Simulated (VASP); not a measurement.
# TePb in VASP: a series of runs, part 2 of 2

VASP 6.6.1.

## Step 4: Single point, PBE

Input file INCAR:

```
ALGO = Normal
EDIFF = 1E-6
ENCUT = 500
GGA = PE
GGA_COMPAT = F
ISIF = 2
ISMEAR = 0
ISYM = 0
LASPH = T
LCHARG = F
LREAL = F
LWAVE = F
NBANDS = 17
NELM = 120
PREC = Accurate
SIGMA = 0.1
```

Input file KPOINTS:

```
k-points
0
Gamma
  2 4 1
```

Input file POSCAR:

```
TePb
1.0
    4.0022870000      0.0000000000      0.0000000000
    0.0000000000      4.0022870000      0.0000000000
    0.0000000000      0.0000000000      4.0022870000
Te Pb
1 1
Direct
    0.5124928572      0.5000000000      0.5000000000
    0.0000000000      0.0000000000      0.0000000000
```

Potentials or basis: VASP PAW PBE potentials, release 64 (Te, Pb_d).

Command:

```sh
$ cat potpaw_PBE.64/Te/POTCAR potpaw_PBE.64/Pb_d/POTCAR > POTCAR
$ mpirun -np 1 vasp_std > vasp.out
```

OUTCAR:

```text
EDIFF = 1E-6
   ENCUT = 500
   GGA = PE
   ISIF = 2
   ISMEAR = 0
   ISYM = 0
   LASPH = T
   LREAL = F
   NELM = 120
   PREC = Accurate

 ion  position               nearest neighbor table
   1  0.512  0.500  0.500-   2 3.44   2 3.44   2 3.44   2 3.44   2 3.50   2 3.50   2 3.50   2 3.50

   2  0.000  0.000  0.000-   1 3.44   1 3.44   1 3.44   1 3.44   1 3.50   1 3.50   1 3.50   1 3.50

IMPORTANT INFORMATION: All symmetrisations will be switched off!
[... 276 lines left out ...]

  FORCE on cell =-STRESS in cart. coord.  units (eV):
  Direction    XX          YY          ZZ          XY          YZ          ZX
  --------------------------------------------------------------------------------------
  -------------------------------------------------------------------------------------
  Total        5.1843186      3.1129991      3.4563591     -0.0000030     -0.0000003      0.0000083
  in kB      129.5619822     77.7973670     86.3783215     -0.0000755     -0.0000066      0.0002070
  external PRESSURE =      97.9125569 kB  Pullay stress =       0.0000000 kB

 VOLUME and BASIS-vectors are now :
 -----------------------------------------------------------------------------
  energy-cutoff  :      500.00
  volume of cell :       64.11
      direct lattice vectors                 reciprocal lattice vectors
     4.002287000  0.000000000  0.000000000     0.249857144  0.000000000  0.000000000
     0.000000000  4.002287000  0.000000000     0.000000000  0.249857144  0.000000000
     0.000000000  0.000000000  4.002287000     0.000000000  0.000000000  0.249857144

 POSITION                                       TOTAL-FORCE (eV/Angst)
 -----------------------------------------------------------------------------------
      2.05114      2.00114      2.00114         0.111594     -0.000003     -0.000005
      0.00000      0.00000      0.00000        -0.111594      0.000003      0.000005
 -----------------------------------------------------------------------------------
    total drift:                                0.000110      0.000007      0.000006

  FREE ENERGIE OF THE ION-ELECTRON SYSTEM (eV)
  ---------------------------------------------------
  free  energy   TOTEN  =        -4.3484462254 eV

  energy  without entropy=       -4.3258917020  energy(sigma->0) =       -4.33716896
```

OSZICAR:

```text
N       E                     dE             d eps       ncg     rms          rms(c)
DAV:   1     0.158399471668E+03    0.15840E+03   -0.89620E+03   204   0.111E+03
DAV:   2     0.586358133517E+01   -0.15254E+03   -0.14686E+03   221   0.296E+02
DAV:   3    -0.455066688399E+01   -0.10414E+02   -0.10347E+02   243   0.805E+01
DAV:   4    -0.482972994852E+01   -0.27906E+00   -0.27897E+00   287   0.157E+01
DAV:   5    -0.483660980236E+01   -0.68799E-02   -0.68797E-02   278   0.207E+00    0.406E+00
DAV:   6    -0.434180385904E+01    0.49481E+00   -0.12542E+00   251   0.638E+00    0.689E+00
DAV:   7    -0.434414812428E+01   -0.23443E-02   -0.77382E-02   246   0.167E+00    0.317E+00
DAV:   8    -0.434606800889E+01   -0.19199E-02   -0.94978E-03   253   0.885E-01    0.101E+00
DAV:   9    -0.434814010759E+01   -0.20721E-02   -0.44796E-03   239   0.405E-01    0.104E-01
DAV:  10    -0.434845146480E+01   -0.31136E-03   -0.51860E-04   277   0.126E-01    0.140E-01
DAV:  11    -0.434844594554E+01    0.55193E-05   -0.22059E-04   255   0.905E-02    0.208E-02
DAV:  12    -0.434844624175E+01   -0.29621E-06   -0.17910E-05   284   0.355E-02    0.194E-02
DAV:  13    -0.434844622539E+01    0.16362E-07   -0.11158E-06   197   0.963E-03
   1 F= -.43484462E+01 E0= -.43371690E+01  d E =-.225545E-01
```

Wall time 11 s (1 thread of Intel Xeon 8259CL, shared host); peak memory 0.16 GiB.

What came out:

```yaml
Free_energy: -4.3484 eV
Pressure: 9.8 GPa
Largest_force: 0.112 eV/Å
Band_gap_on_the_k_mesh: zero (band 10 reaches 6.88 eV, above the bottom of band 11 at 6.70 eV)
```

Forces in eV/Å, atoms in the order of the input:
```
Te   0.112  0.000  0.000
Pb  -0.112  0.000  0.000
```

Caveat: the k points lie up to 1.57 Å⁻¹ apart; spin-orbit coupling is left out, which moves the levels of the heavy elements.

## Step 5: Single point, PBE

Input file INCAR:

```
PREC = Accurate ; ENCUT = 500
EDIFF = 1E-6 ; ISMEAR = 0
SIGMA = 0.1 ; LREAL = False
LASPH = True ; NELM = 120
ALGO = Normal ; ISIF = 2
LWAVE = False ; LCHARG = True
GGA = PE ; LELF = True
LVHAR = True ; ISYM = 0
NBANDS = 17 ; GGA_COMPAT = False
```

Input file KPOINTS:

```
Automatic mesh
0
Gamma
  5 2 1
```

POSCAR, as its differences from that of step 4:

```diff
@@ -8,3 +8,3 @@
 Direct
-    0.5124928572      0.5000000000      0.5000000000
+    0.5000000000      0.5000000000      0.5000000000
     0.0000000000      0.0000000000      0.0000000000
```

Command:

```sh
$ cat potpaw_PBE.64/Te/POTCAR potpaw_PBE.64/Pb_d/POTCAR > POTCAR
$ mpirun -np 1 vasp_std > vasp.out
```

Run time: 12 s. Hardware: 1 thread of Intel Xeon 8259CL, shared host; peak memory 0.16 GiB.

The run converged, but its numbers aren't listed here, since they failed a check.

Caveat: the k points lie up to 1.57 Å⁻¹ apart; spin-orbit coupling is left out, which moves the levels of the heavy elements.

## Step 6: Single point, PBE

This run uses another cell than the first one, of 24.59 Å³/atom, 0.767 times its volume.

Input file INCAR:

```
PREC = Accurate
ENCUT = 500
EDIFF = 1E-6
ISMEAR = 1
SIGMA = 0.13605693122994
LREAL = F
LASPH = T
NELM = 120
ALGO = Normal
ISIF = 2
LWAVE = F
LCHARG = F
GGA = PE
NBANDS = 17
GGA_COMPAT = F
```

Input file KPOINTS:

```
regular mesh
0
Gamma
  4 4 4
```

Input file POSCAR:

```
TePb
1.0
    3.6635884645      0.0000000000      0.0000000000
    0.0000000000      3.6635884645      0.0000000000
    0.0000000000      0.0000000000      3.6635884645
Te Pb
1 1
Direct
    0.5000000000      0.5000000000      0.5000000000
    0.0000000000      0.0000000000      0.0000000000
```

Potentials or basis: VASP PAW PBE potentials, release 64 (Te, Pb_d).

Command:

```sh
$ cat potpaw_PBE.64/Te/POTCAR potpaw_PBE.64/Pb_d/POTCAR > POTCAR
$ mpirun -np 1 vasp_std > vasp.out
```

It took 12 s on 1 thread of Intel Xeon 8259CL, shared host; peak memory 0.16 GiB.

Results (log left out):

| Quantity | Value |
| --- | --- |
| Free energy | -6.2126 eV |
| Pressure | 18.6 GPa |
| Band gap on the k mesh | zero (band 10 reaches 10.04 eV, above the bottom of band 11 at 7.91 eV) |

Levels at points of the mesh, in eV from the Fermi level:
| k point | band 6 | band 7 | band 8 | band 9 | band 10 | band 11 | band 12 | band 13 | band 14 | band 15 |
| --- | --- | --- | --- | --- | --- | --- | --- | --- | --- | --- |
| (0.00, 0.00, 0.00) | -14.16 | -5.71 | -2.20 | -2.20 | -2.20 | 3.67 | 3.67 | 7.33 | 7.33 | 7.33 |
| (0.50, 0.00, 0.00) | -12.15 | -10.19 | -0.13 | -0.13 | 0.00 | 0.79 | 2.70 | 2.70 | 4.81 | 7.16 |
| (0.50, 0.50, 0.00) | -10.64 | -8.02 | -6.01 | -6.01 | 0.32 | 4.60 | 4.60 | 4.60 | 6.64 | 8.22 |
| (0.50, 0.50, 0.50) | -10.08 | -6.63 | -3.39 | -3.39 | -3.39 | -1.80 | -1.80 | -1.80 | 16.49 | 16.49 |

Caveat: the k points lie up to 0.43 Å⁻¹ apart; spin-orbit coupling is left out, which moves the levels of the heavy elements.

## Step 7: Single point, LDA

Input file INCAR:

```
  ALGO = Normal
  EDIFF = 1E-6
  ENCUT = 500
  GGA = CA
  GGA_COMPAT = False
  ISIF = 2
  ISMEAR = 0
  LASPH = True
  LCHARG = False
  LREAL = False
  LWAVE = False
  NBANDS = 17
  NELECT = 18.0
  NELM = 120
  PREC = Accurate
  SIGMA = 0.1
```

Input file KPOINTS:

```
k-points
0
Gamma
  4 4 4
```

Input file POSCAR:

```
TePb
1.0
    4.0022870000      0.0000000000      0.0000000000
    0.0000000000      4.0022870000      0.0000000000
    0.0000000000      0.0000000000      4.0022870000
Te Pb
1 1
Direct
    0.5000000000      0.5000000000      0.5000000000
    0.0000000000      0.0000000000      0.0000000000
```

Potentials or basis: VASP PAW LDA potentials, release 64 (Te, Pb_d).

Command:

```sh
$ cat potpaw_LDA.64/Te/POTCAR potpaw_LDA.64/Pb_d/POTCAR > POTCAR
$ mpirun -np 1 vasp_std > vasp.out
```

Run time: 14 s. Hardware: 1 thread of Intel Xeon 8259CL, shared host; peak memory 0.15 GiB.

The run converged. Its results:

| Property | Result |
| --- | --- |
| Free energy | -19.2814 eV |

Levels at points of the mesh, in eV from the Fermi level:
```
           k point  band 5  band 6  band 7  band 8  band 9  band 10  band 11  band 12  band 13  band 14
(0.00, 0.00, 0.00)  -15.10  -11.05   -5.33   -0.33   -0.33    -0.33     5.89     5.89     6.73     6.73
(0.50, 0.00, 0.00)  -15.09  -10.09   -7.16    0.42    0.78     0.78     1.96     4.21     4.21     7.04
(0.50, 0.50, 0.00)  -15.05   -9.49   -5.97   -2.86   -2.86     1.08     5.23     5.23     5.42     7.65
(0.50, 0.50, 0.50)  -15.05   -9.20   -5.24   -1.27   -1.27    -1.27     0.97     0.97     0.97    14.88
```

Caveat: the k points lie up to 0.39 Å⁻¹ apart; the cell carries a net charge on a neutralising background, which shifts energy and pressure; the cell is charged against a uniform background, so pressure and absolute levels hang on convention; spin-orbit coupling is left out, which moves the levels of the heavy elements.

## Step 8: Summary

```tsv
cell	k mesh	smearing	gap on the mesh (eV)	pressure (GPa)
a = 4.002 Å, 2 atoms	3 × 3 × 3	gaussian 0.1 eV	0.78	0.6
a = 4.002 Å, 2 atoms	2 × 2 × 2	gaussian 0.1 eV	none	2.4
a = 4.002 Å, 2 atoms	2 × 4 × 1	gaussian 0.1 eV	none	9.8
a = 3.664 Å, 2 atoms	4 × 4 × 4	methfessel-paxton 0.136057 eV	none	18.6
```

Some of these runs hold the atoms at other places in the same cell, which the table doesn't show; runs alike in all that it shows share one row.

Alike in all rows: task single point; level PBE; potentials or basis VASP PAW PBE potentials, release 64 (Te, Pb_d); no spin polarisation; cutoff (eV) 500.

Caveats: all runs use coarse meshes; spin-orbit coupling is left out, which moves the levels of the heavy elements.

Total energies depend on the potentials used, so only differences within one code and one set of settings carry meaning.
